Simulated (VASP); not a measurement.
# ScAl3 in VASP: a series of runs, part 3 of 3

VASP 6.6.1. Earlier steps stand in the parts before.

**5. Single point, PBEsol+D4**

This run uses another cell than the first one, of 16.54 Å³/atom, 0.968 times its volume.

File INCAR:

```
SYSTEM = ScAl3
PREC     = Accurate       ! precision mode
ENCUT    = 520            ! plane-wave cutoff, eV
EDIFF    = 1E-6           ! SCF threshold, eV
ISMEAR   = -1             ! smearing method
SIGMA    = 0.05           ! smearing width, eV
LREAL    = .FALSE.        ! projectors in reciprocal space
LASPH    = .TRUE.         ! aspherical terms in the spheres
NELM     = 60             ! most SCF steps
ALGO     = Normal         ! electronic algorithm
ISIF     = 2              ! what is computed and relaxed
LWAVE    = .FALSE.        ! write WAVECAR
LCHARG   = .FALSE.        ! write CHGCAR
GGA      = PS             ! functional
IVDW     = 13             ! dispersion correction
NBANDS   = 18             ! bands
```

File KPOINTS:

```
Automatic mesh
0
G
  7 7 7
  0 0 0
```

File POSCAR:

```
ScAl3
1.0
    4.0443491406      0.0000000000      0.0000000000
    0.0000000000      4.0443491406      0.0000000000
    0.0000000000      0.0000000000      4.0443491406
Sc Al
1 3
Direct
    0.0000000000      0.0000000000      0.0000000000
    0.5000000000      0.5000000000      0.0000000000
    0.0000000000      0.5000000000      0.5000000000
    0.5000000000      0.0000000000      0.5000000000
```

Started as:

```sh
cat potpaw_PBE.64/Sc_sv/POTCAR potpaw_PBE.64/Al/POTCAR > POTCAR
mpirun -np 1 vasp_std > vasp.out
```

Run time: 21 s. Hardware: 1 thread of AMD EPYC 9R45 (Zen 5), shared host; peak memory 0.14 GiB.

It converged, with:

* Free energy: -21.5866 eV
* Pressure: 0.1 GPa
* Band gap on the k mesh: zero (band 10 reaches 8.49 eV, above the bottom of band 11 at 4.79 eV)
* Dispersion energy per atom: -0.206 eV

Levels at points of the mesh, in eV from the Fermi level:
```tsv
k point	band 7	band 8	band 9	band 10	band 11	band 12	band 13	band 14
(0.00, 0.00, 0.00)	-2.56	-1.71	-1.71	-1.71	1.33	1.41	1.41	1.41
```

Caveat: the PAW data sets were made with another functional, which shifts forces and pressure a little; pairwise dispersion overbinds metals, which lowers pressure and volume.

**6. Relaxation of cell and atoms, PBEsol+D4**

File INCAR:

```
PREC = Accurate
ENCUT = 600
EDIFF = 1E-6
ISMEAR = -1
SIGMA = 0.05
LREAL = F
LASPH = T
NELM = 60
ALGO = Fast
ISIF = 3
LWAVE = F
LCHARG = F
GGA = PS
IVDW = 13
IBRION = 2
NSW = 60
EDIFFG = -0.01
```

File KPOINTS:

```
Automatic mesh
0
Gamma
  7 7 7
```

File POSCAR:

```
ScAl3
1.0
    4.0878065700      0.0000000000      0.0000000000
    0.0000000000      4.0878065700      0.0000000000
    0.0000000000      0.0000000000      4.0878065700
Sc Al
1 3
Direct
    0.0000000000      0.0000000000      0.0000000000
    0.5000000000      0.5000000000      0.0000000000
    0.0000000000      0.5000000000      0.5000000000
    0.5000000000      0.0000000000      0.5000000000
```

Potentials or basis: VASP PAW PBE potentials, release 64 (Sc_sv, Al).

Started as:

```sh
cat potpaw_PBE.64/Sc_sv/POTCAR potpaw_PBE.64/Al/POTCAR > POTCAR
mpirun -np 1 vasp_std > vasp.out
```

Run time: 1.8 min. Hardware: 1 thread of AMD EPYC 9R45 (Zen 5), shared host; peak memory 0.19 GiB.

The run converged. Its results:

```yaml
Free_energy: -21.5877 eV
Relaxed_volume: 16.56 Å³/atom
Relaxed_cell: a = 4.046 Å, b = 4.046 Å, c = 4.046 Å, α = 90.00°, β = 90.00°, γ = 90.00°
Space_group_after_relaxing_to_0.05_Å: Pm-3m (No. 221)
Energy_gained_by_relaxing: 4.6 meV/atom
Ionic_steps: 3
Pressure_after_relaxing: 0.0 GPa
Band_gap_on_the_k_mesh: zero (band 10 reaches 8.48 eV, above the bottom of band 11 at 4.78 eV)
Dispersion_energy_per_atom: -0.206 eV
```

Step by step:
| step | energy change (eV) | largest force (eV/Å) | pressure (GPa) | volume (Å³) |
| --- | --- | --- | --- | --- |
| 1 | 0.0000 | 0.0000 | -2.77 | 68.31 |
| 2 | -0.0152 | 0.0000 | 1.29 | 65.43 |
| 3 | -0.0184 | 0.0000 | 0.00 | 66.25 |

Final structure:
```cif
data_structure
_symmetry_space_group_name_H-M 'P 1'
_symmetry_Int_Tables_number 1
_cell_length_a 4.0463
_cell_length_b 4.0463
_cell_length_c 4.0463
_cell_angle_alpha 90.000
_cell_angle_beta 90.000
_cell_angle_gamma 90.000
_cell_volume 66.25
loop_
_atom_site_label
_atom_site_type_symbol
_atom_site_fract_x
_atom_site_fract_y
_atom_site_fract_z
_atom_site_occupancy
Sc1 Sc 0.00000 0.00000 0.00000 1
Al1 Al 0.50000 0.50000 0.00000 1
Al2 Al 0.00000 0.50000 0.50000 1
Al3 Al 0.50000 0.00000 0.50000 1
```

Levels at points of the mesh, in eV from the Fermi level:
```
           k point  band 6  band 7  band 8  band 9  band 10  band 11  band 12  band 13  band 14
(0.00, 0.00, 0.00)   -2.56   -2.56   -1.71   -1.71    -1.71     1.33     1.41     1.41     1.41
```

Caveat: the PAW data sets were made with another functional, which shifts forces and pressure a little; pairwise dispersion overbinds metals, which lowers pressure and volume.

**7. Summary**

| task | level | cell | k mesh | cutoff (eV) | gap on the mesh (eV) | pressure (GPa) |
| --- | --- | --- | --- | --- | --- | --- |
| single point | PBEsol | a = 4.088 Å, angles 90.0, 90.0, 89.4°, 4 atoms | 6 × 6 × 6 | 520 | none | -1.0 |
| single point | PBEsol | a = 4.088 Å, angles 90.0, 90.0, 88.9°, 4 atoms | 6 × 6 × 6 | 520 | none | -0.9 |
| relaxation of the atoms | PBEsol | atoms relaxed from a = 4.088 Å, 4 atoms | 6 × 6 × 6 | 520 | none | -1.0 |
| single point | PBEsol+D4 | a = 4.044 Å, 4 atoms | 7 × 7 × 7 | 520 | none | 0.1 |
| relaxation of cell and atoms | PBEsol+D4 | relaxed from a = 4.088 Å, 4 atoms | 7 × 7 × 7 | 600 | none | 0.0 |

Alike in all rows: potentials or basis VASP PAW PBE potentials, release 64 (Sc_sv, Al); no spin polarisation; smearing fermi-dirac 0.05 eV.

Caveats: the PAW data sets were made with another functional, which shifts forces and pressure a little; pairwise dispersion overbinds metals, which lowers pressure and volume (some runs); the relaxation stopped at its first step, so nothing moved (some runs).

Absolute energies hang on the potentials; compare differences alone.
